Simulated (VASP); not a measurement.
# InPd (Pm-3m) in VASP: a series of runs

Runs on InPd. Level: LDA. Tasks: single point.

Program: VASP 6.6.1. These are calculated values, not measurements. Logs are shortened: lines on timing, memory, paths and dates and some standing lists are left out, and cuts for length are marked.

### Step 1. The cell of the first run

Symmetry: Pm-3m, No. 221, cubic system. The conventional cell has a = 3.272 Å, b = 3.272 Å, c = 3.272 Å, α = 90.00°, β = 90.00°, γ = 90.00°. In (site symmetry m-3m) has 8 Pd at 2.83 Å and 6 In at 3.27 Å within 3.7 Å. Within 3.7 Å of Pd (site symmetry m-3m) lie 8 In at 2.83 Å and 6 Pd at 3.27 Å.

### Step 2. Single point, LDA

INCAR reads:

```
ALGO = Fast
EDIFF = 1E-6
ENCUT = 520
ISIF = 2
ISMEAR = -1
LASPH = T
LCHARG = F
LREAL = F
LWAVE = F
NBANDS = 18
NELM = 60
PREC = Accurate
SIGMA = 0.05
```

KPOINTS reads:

```
k-points
0
Gamma
  8 8 8
```

POSCAR reads:

```
InPd
1.0
    3.2718847800      0.0000000000      0.0000000000
    0.0000000000      3.2718847800      0.0000000000
    0.0000000000      0.0000000000      3.2718847800
In Pd
1 1
Direct
    0.0000000000      0.0000000000      0.0000000000
    0.5000000000      0.5000000000      0.5000000000
```

Potentials or basis: VASP PAW LDA potentials, release 64 (In_d, Pd).

Run with:

```bash
> cat potpaw_LDA.64/In_d/POTCAR potpaw_LDA.64/Pd/POTCAR > POTCAR
> mpirun -np 1 vasp_std > vasp.out
```

OUTCAR:

```text
EDIFF = 1E-6
   ENCUT = 520
   ISIF = 2
   ISMEAR = -1
   LASPH = T
   LREAL = F
   NELM = 60
   PREC = Accurate

 ion  position               nearest neighbor table
   1  0.000  0.000  0.000-   2 2.83   2 2.83   2 2.83   2 2.83   2 2.83   2 2.83   2 2.83   2 2.83

   2  0.500  0.500  0.500-   1 2.83   1 2.83   1 2.83   1 2.83   1 2.83   1 2.83   1 2.83   1 2.83

  LATTYP: Found a simple cubic cell.
 ALAT       =     3.2718847800

  Lattice vectors:

 A1 = (   3.2718847800,   0.0000000000,   0.0000000000)
 A2 = (   0.0000000000,   3.2718847800,   0.0000000000)
 A3 = (   0.0000000000,   0.0000000000,   3.2718847800)

Analysis of symmetry for initial positions (statically):
=====================================================================
 Subroutine PRICEL returns:
 Original cell was already a primitive cell.

 Routine SETGRP: Setting up the symmetry group for a
 simple cubic supercell.

 Subroutine GETGRP returns: Found 48 space group operations
 (whereof 48 operations were pure point group operations)
 out of a pool of 48 trial point group operations.

The static configuration has the point symmetry O_h .

Analysis of symmetry for dynamics (positions and initial velocities):
=====================================================================
 Subroutine PRICEL returns:
 Original cell was already a primitive cell.

 Routine SETGRP: Setting up the symmetry group for a
 simple cubic supercell.

 Subroutine GETGRP returns: Found 48 space group operations
 (whereof 48 operations were pure point group operations)
 out of a pool of 48 trial point group operations.

The dynamic configuration has the point symmetry O_h .

 Subroutine INISYM returns: Found 48 space group operations
 (whereof 48 operations are pure point group operations),
 and found     1 'primitive' translations

----------------------------------------------------------------------------------------

                                     Primitive cell

  volume of cell :      35.0263

  direct lattice vectors                    reciprocal lattice vectors
     3.271884780  0.000000000  0.000000000     0.305634234  0.000000000  0.000000000
     0.000000000  3.271884780  0.000000000     0.000000000  0.305634234  0.000000000
     0.000000000  0.000000000  3.271884780     0.000000000  0.000000000  0.305634234

  length of vectors
     3.271884780  3.271884780  3.271884780     0.305634234  0.305634234  0.305634234

  position of ions in fractional coordinates (direct lattice)
     0.000000000  0.000000000  0.000000000
     0.500000000  0.500000000  0.500000000

  ion indices of the primitive-cell ions
   primitive index   ion index
                 1           1
                 2           2

----------------------------------------------------------------------------------------

 KPOINTS: k-points

Automatic generation of k-mesh.
 Grid dimensions read from file:
 generate k-points for:    8    8    8

 Generating k-lattice:

  Cartesian coordinates                     Fractional coordinates (reciprocal lattice)
     0.038204279  0.000000000  0.000000000     0.125000000  0.000000000  0.000000000
     0.000000000  0.038204279  0.000000000     0.000000000  0.125000000  0.000000000
     0.000000000  0.000000000  0.038204279     0.000000000  0.000000000  0.125000000

  Length of vectors
     0.038204279  0.038204279  0.038204279

  Shift w.r.t. Gamma in fractional coordinates (k-lattice)
     0.000000000  0.000000000  0.000000000

 Subroutine IBZKPT returns following result:
 ===========================================

 Found     35 irreducible k-points:

 Following reciprocal coordinates:
            Coordinates               Weight
  0.000000  0.000000  0.000000      1.000000
  0.125000  0.000000  0.000000      6.000000
  0.250000  0.000000  0.000000      6.000000
  0.375000  0.000000  0.000000      6.000000
  0.500000  0.000000  0.000000      3.000000
  0.125000  0.125000  0.000000     12.000000
[... 16 lines left out ...]
  0.375000  0.375000  0.125000     24.000000
  0.500000  0.375000  0.125000     24.000000
 [... further k-points ...]
   k-points           NKPTS =     35   k-points in BZ     NKDIM =     35   number of bands    NBANDS=     18
   number of dos      NEDOS =    301   number of ions     NIONS =      2
   total plane-waves  NPLWV =  13824
   dimension x,y,z NGX =    24 NGY =   24 NGZ =   24
   dimension x,y,z NGXF=    48 NGYF=   48 NGZF=   48
   ions per type =               1   1
   NGX,Y,Z   is equivalent  to a cutoff of  12.19, 12.19, 12.19 a.u.
   NGXF,Y,Z  is equivalent  to a cutoff of  24.39, 24.39, 24.39 a.u.
 SYSTEM =  unknown system
   PREC   = accura    normal or accurate (medium, high low for compatibility)
   ISTART =      0    job   : 0-new  1-cont  2-samecut
   ICHARG =      2    charge: 1-file 2-atom 10-const
   ISPIN  =      1    spin polarized calculation?
   LNONCOLLINEAR =      F non collinear calculations
   LSORBIT =      F    spin-orbit coupling
   LASPH  =      T    aspherical Exc in radial PAW
   ENCUT  =  520.0 eV  38.22 Ry    6.18 a.u.   6.08  6.08  6.08*2*pi/ulx,y,z
   NELM   =     60;   NELMIN=  2; NELMDL= -5     # of ELM steps
   EDIFF  = 0.1E-05   stopping-criterion for ELM
   LREAL  =      F    real-space projection
   EDIFFG = 0.1E-04   stopping-criterion for IOM
   NSW    =      0    number of steps for IOM
   IBRION =     -1    ionic relax: 0-MD 1-quasi-New 2-CG
   NFREE  =      0    steps in history (QN), initial steepest desc. (CG)
   ISIF   =      2    stress and relaxation
   ISYM   =      2    0-nonsym 1-usesym 2-fastsym
   POTIM  = 0.5000    time-step for ionic-motion
   TEBEG  =    0.0;   TEEND  =   0.0 temperature during run
   PSTRESS=    0.0 pullay stress
   NELECT =      23.0000    total number of electrons
   NUPDOWN=      -1.0000    fix difference up-down
   EMIN   =  10.00;   EMAX   =-10.00  energy-range for DOS
   EFERMI =   0.00;   METHOD = LEGACY
   ISMEAR =    -1;   SIGMA  =   0.05  broadening in eV -4-tet -1-fermi 0-gaus
   EFERMI_NEDOS =   21; number of points for ismear=-14 and -15
   IALGO  =     68    algorithm
   IMIX   =      4    mixing-type and parameters
     AMIX     =   0.40;   BMIX     =  1.00
     AMIX_MAG =   1.60;   BMIX_MAG =  1.00
  volume/ion in A,a.u.               =      17.51       118.18
  Fermi-wavevector in a.u.,A,eV,Ry     =   1.422938  2.688964 27.548447  2.024754
  Thomas-Fermi vector in A             =   2.543589
   LORBIT       =      0    0 simple, 1 ext, 2 COOP (PROOUT), +10 PAW based schemes
   GGA     = CA    functional components
   LHFCALC =     F    Hartree Fock is set to
   AEXX    =    0.0000 exact exchange contribution
   IVDW    =     0    specifies the selected vdW correction
   LEPSILON=     F    determine dielectric tensor
   LRPA    =     F    only Hartree local field effects (RPA)
 non-spin polarized calculation
 RMM-DIIS sequential band-by-band and
  energy-cutoff  :      520.00
  volume of cell :       35.03
 maximum number of plane-waves:       968
   NGX = 13   NGY = 13   NGZ = 13

 number of electron      22.9999997 magnetization

 Free energy of the ion-electron system (eV)
  ---------------------------------------------------
  ext. energy  EPLUGINS =         0.00000000
  ---------------------------------------------------
  free energy    TOTEN  =       -10.76706674 eV

  energy without entropy =      -10.75682857  energy(sigma->0) =      -10.76194766

 E-fermi :  10.1340     XC(G=0): -12.5388

 val. band max:       10.1212008378   @ k =   0.3750   0.3750   0.1250
 cond. band min:      10.3735362400   @ k =   0.5000   0.5000   0.3750
 fundamental gap:      0.2523354022
 Fermi energy:        10.1339589159

 k-point     1 :       0.0000    0.0000    0.0000
  band No.  band energies     occupation
      1      -4.6556      2.00000
      2      -4.6556      2.00000
      3      -4.2437      2.00000
      4      -4.2437      2.00000
      5      -4.2437      2.00000
      6       0.1151      2.00000
[... 10 lines left out ...]
     17      20.9286      0.00000
     18      26.2623      0.00000

 k-point     2 :       0.1250    0.0000    0.0000
  band No.  band energies     occupation
      1      -4.6469      2.00000
      2      -4.6032      2.00000
      3      -4.2596      2.00000
      4      -4.2596      2.00000
      5      -4.2388      2.00000
      6       0.3631      2.00000
[... 10 lines left out ...]
     17      22.3299      0.00000
     18      25.7819      0.00000

 k-point     3 :       0.2500    0.0000    0.0000
  band No.  band energies     occupation
      1      -4.6260      2.00000
      2      -4.4776      2.00000
      3      -4.2978      2.00000
      4      -4.2978      2.00000
      5      -4.2271      2.00000
      6       1.1016      2.00000
[... 10 lines left out ...]
     17      24.9294      0.00000
     18      25.1636      0.00000

 k-point     4 :       0.3750    0.0000    0.0000
  band No.  band energies     occupation
      1      -4.6049      2.00000
      2      -4.3530      2.00000
      3      -4.3356      2.00000
      4      -4.3356      2.00000
      5      -4.2154      2.00000
      6       2.2966      2.00000
[... 10 lines left out ...]
     17      22.8351      0.00000
     18      22.8636      0.00000

 k-point     5 :       0.5000    0.0000    0.0000
  band No.  band energies     occupation
      1      -4.5962      2.00000
      2      -4.3511      2.00000
      3      -4.3511      2.00000
      4      -4.3017      2.00000
      5      -4.2105      2.00000
      6       3.5937      2.00000
[... 10 lines left out ...]
     17      20.9200      0.00000
     18      21.0701      0.00000

 k-point     6 :       0.1250    0.1250    0.0000
  band No.  band energies     occupation
      1      -4.6180      2.00000
      2      -4.5716      2.00000
      3      -4.2794      2.00000
      4      -4.2642      2.00000
      5      -4.2483      2.00000
      6       0.6083      2.00000
[... 307 lines left out ...]
 k-point    21 :       0.3750    0.2500    0.1250
  band No.  band energies     occupation
      1      -4.4627      2.00000
      2      -4.4530      2.00000
      3      -4.3746      2.00000
      4      -4.3223      2.00000
      5      -4.2367      2.00000
      6       3.1540      2.00000
[... 10 lines left out ...]
     17      22.6033      0.00000
     18      23.7671      0.00000

 k-point    22 :       0.5000    0.2500    0.1250
  band No.  band energies     occupation
      1      -4.4833      2.00000
      2      -4.4518      2.00000
      3      -4.3937      2.00000
      4      -4.3228      2.00000
      5      -4.1847      2.00000
      6       3.8542      2.00000
[... 10 lines left out ...]
     17      22.4952      0.00000
     18      24.4649      0.00000

 k-point    23 :       0.3750    0.3750    0.1250
  band No.  band energies     occupation
      1      -4.5319      2.00000
      2      -4.4214      2.00000
      3      -4.3849      2.00000
      4      -4.3744      2.00000
      5      -4.1307      2.00000
      6       3.7544      2.00000
[... 10 lines left out ...]
     17      21.1633      0.00000
     18      23.2922      0.00000

 k-point    24 :       0.5000    0.3750    0.1250
  band No.  band energies     occupation
      1      -4.5625      2.00000
      2      -4.4117      2.00000
      3      -4.4027      2.00000
      4      -4.3820      2.00000
      5      -4.0810      2.00000
      6       4.0611      2.00000
[... 10 lines left out ...]
     17      21.2766      0.00000
     18      23.2030      0.00000

 [... further k-points ...]
[... 5 lines left out ...]
  --------------------------------------------------------------------------------------
  -------------------------------------------------------------------------------------
  Total       -1.4440131     -1.4440131     -1.4440131     -0.0000000     -0.0000000      0.0000000
  in kB      -66.0522626    -66.0522626    -66.0522626     -0.0000000     -0.0000000      0.0000000
  external PRESSURE =     -66.0522626 kB  Pullay stress =       0.0000000 kB

 VOLUME and BASIS-vectors are now :
 -----------------------------------------------------------------------------
  energy-cutoff  :      520.00
  volume of cell :       35.03
      direct lattice vectors                 reciprocal lattice vectors
     3.271884780  0.000000000  0.000000000     0.305634234  0.000000000  0.000000000
     0.000000000  3.271884780  0.000000000     0.000000000  0.305634234  0.000000000
     0.000000000  0.000000000  3.271884780     0.000000000  0.000000000  0.305634234

 POSITION                                       TOTAL-FORCE (eV/Angst)
 -----------------------------------------------------------------------------------
      0.00000      0.00000      0.00000         0.000000      0.000000      0.000000
      1.63594      1.63594      1.63594         0.000000      0.000000      0.000000
 -----------------------------------------------------------------------------------
    total drift:                                0.000000      0.000000     -0.000000

  FREE ENERGIE OF THE ION-ELECTRON SYSTEM (eV)
  ---------------------------------------------------
  free  energy   TOTEN  =       -10.7670667448 eV

  energy  without entropy=      -10.7568285674  energy(sigma->0) =      -10.76194766
```

It took 15 s on 1 thread of Intel Xeon 8259CL, shared host; peak memory 0.14 GiB.

Results:

```yaml
Free_energy: -10.7671 eV
Pressure: -6.6 GPa
```

Levels at points of the mesh, in eV from the Fermi level:
```
           k point  band 9  band 10  band 11  band 12  band 13  band 14  band 15  band 16
(0.00, 0.00, 0.00)   -2.17    -2.17    -2.17     4.23     4.23     4.23     9.36    10.79
(0.50, 0.00, 0.00)   -3.17    -3.17    -2.25    -1.01     9.55     9.55    10.08    10.79
(0.50, 0.50, 0.00)   -2.58    -2.24    -2.24    -1.58     1.50     2.53     9.40    11.41
(0.50, 0.50, 0.50)   -1.54    -1.54    -0.16     3.90     3.90     3.90     4.49     4.49
```

Caveat: spin-orbit coupling is left out, which moves the levels of the heavy elements.

### Step 3. Single point, LDA (volume scaled by 1.02)

INCAR reads:

```
SYSTEM = InPd
ALGO = Normal
EDIFF = 1E-6
ENCUT = 520
GGA = CA
ISIF = 2
ISMEAR = -1
LASPH = .True.
LCHARG = .False.
LREAL = .False.
LWAVE = .False.
NBANDS = 18
NELM = 100
PREC = Accurate
SIGMA = 0.05
```

KPOINTS reads:

```
k-points
0
Gamma
  8 8 8
  0 0 0
```

POSCAR reads:

```
InPd
1.0
    3.2935535226      0.0000000000      0.0000000000
    0.0000000000      3.2935535226      0.0000000000
    0.0000000000      0.0000000000      3.2935535226
In Pd
1 1
Direct
    0.0000000000      0.0000000000      0.0000000000
    0.5000000000      0.5000000000      0.5000000000
```

Potentials or basis: VASP PAW LDA potentials, release 64 (In_d, Pd).

Run with:

```bash
> cat potpaw_LDA.64/In_d/POTCAR potpaw_LDA.64/Pd/POTCAR > POTCAR
> mpirun -np 1 vasp_std > vasp.out
```

Run time: 12 s. Hardware: 1 thread of Intel Xeon 8259CL, shared host; peak memory 0.14 GiB.

It converged, with:

* Free energy: -10.7335 eV
* Pressure: -8.8 GPa

Levels at points of the mesh, in eV from the Fermi level:
```tsv
k point	band 9	band 10	band 11	band 12	band 13	band 14	band 15	band 16
(0.00, 0.00, 0.00)	-2.13	-2.13	-2.13	4.20	4.20	4.20	9.10	10.66
(0.50, 0.00, 0.00)	-3.09	-3.09	-2.20	-1.00	9.38	9.38	10.02	10.66
(0.50, 0.50, 0.00)	-2.52	-2.17	-2.17	-1.55	1.40	2.47	9.26	11.36
(0.50, 0.50, 0.50)	-1.51	-1.51	-0.24	3.88	3.88	3.88	4.41	4.41
```

Caveat: spin-orbit coupling is left out, which moves the levels of the heavy elements.

### Step 4. Single point, LDA (volume scaled by 1.04)

INCAR reads:

```
SYSTEM = InPd
PREC = Accurate ; ENCUT = 520
EDIFF = 1E-6 ; ISMEAR = -1
SIGMA = 0.05 ; LREAL = .False.
LASPH = .True. ; NELM = 80
ALGO = Normal ; ISIF = 2
LWAVE = .False. ; LCHARG = .False.
GGA = CA ; NBANDS = 18
```

KPOINTS reads:

```
Automatic mesh
0
Gamma
  8 8 8
  0 0 0
```

POSCAR reads:

```
InPd
1.0
    3.3149408331      0.0000000000      0.0000000000
    0.0000000000      3.3149408331      0.0000000000
    0.0000000000      0.0000000000      3.3149408331
In Pd
1 1
Direct
    0.0000000000      0.0000000000      0.0000000000
    0.5000000000      0.5000000000      0.5000000000
```

Run with:

```bash
> cat potpaw_LDA.64/In_d/POTCAR potpaw_LDA.64/Pd/POTCAR > POTCAR
> mpirun -np 1 vasp_std > vasp.out
```

Run time: 23 s. Hardware: 1 thread of Intel Xeon 8259CL, shared host; peak memory 0.15 GiB.

It converged, with:

* Free energy: -10.6911 eV
* Pressure: -10.6 GPa

Levels at points of the mesh, in eV from the Fermi level:
```csv
k point,band 8,band 9,band 10,band 11,band 12,band 13,band 14,band 15
"(0.00, 0.00, 0.00)",-3.52,-2.08,-2.08,-2.08,4.17,4.17,4.17,8.86
"(0.50, 0.00, 0.00)",-3.49,-3.01,-3.01,-2.15,-0.98,9.22,9.22,9.95
"(0.50, 0.50, 0.00)",-2.47,-2.47,-2.09,-2.09,-1.52,1.31,2.41,9.13
"(0.50, 0.50, 0.50)",-4.54,-1.48,-1.48,-0.32,3.85,3.85,3.85,4.34
```

Caveat: spin-orbit coupling is left out, which moves the levels of the heavy elements.

### Step 5. Overview

```csv
cell,gap on the mesh (eV),pressure (GPa)
"a = 3.272 Å, 2 atoms",none,-6.6
"a = 3.294 Å, 2 atoms",none,-8.8
"a = 3.315 Å, 2 atoms",none,-10.6
```

Alike in all rows: task single point; level LDA; potentials or basis VASP PAW LDA potentials, release 64 (In_d, Pd); no spin polarisation; k mesh 8 × 8 × 8; cutoff (eV) 520; smearing fermi-dirac 0.05 eV.

Caveats: spin-orbit coupling is left out, which moves the levels of the heavy elements.

Absolute energies hang on the potentials; compare differences alone.
